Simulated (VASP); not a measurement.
GaN:

```xyz
4
Lattice="3.1370 0.0000 0.0000 -1.5685 2.7167 0.0000 0.0000 0.0000 5.0962" Properties=species:S:1:pos:R:3 pbc="T T T"
Ga    1.5685    0.9056    2.5481
Ga    0.0000    1.8112    0.0000
N     1.5685    0.9056    4.4592
N     0.0000    1.8112    1.9111
```

Base run:

* Program: VASP 6.6.1
* Functional: r2SCAN
* Dispersion: D3(BJ)
* Potentials or basis: VASP PAW PBE potentials, release 64 (Ga_d, N)
* Cutoff: 520 eV
* k mesh: 10 × 10 × 5
* Occupations: fermi-dirac, width 0.05 eV
* Spin: no spin polarisation

Its results: band gap on the k mesh 2.66 eV, direct; pressure 9.4 GPa; largest force 0.155 eV/Å.

Task: After a change of settings the same cell gave: band gap on the k mesh 2.62 eV, direct; pressure 9.9 GPa; largest force 0.154 eV/Å. Which change was it?
A. functional from r2SCAN to revPBE
B. functional from r2SCAN to PBEsol; further incar settings from ALGO = Normal; EDIFF = 1e-06; NBANDS = 26 to ALGO = Normal; EDIFF = 1e-07; NBANDS = 26
C. dispersion from D3(BJ) to rVV10

Result: C.

Caveats: the PAW data sets were made with another functional, which shifts forces and pressure a little.
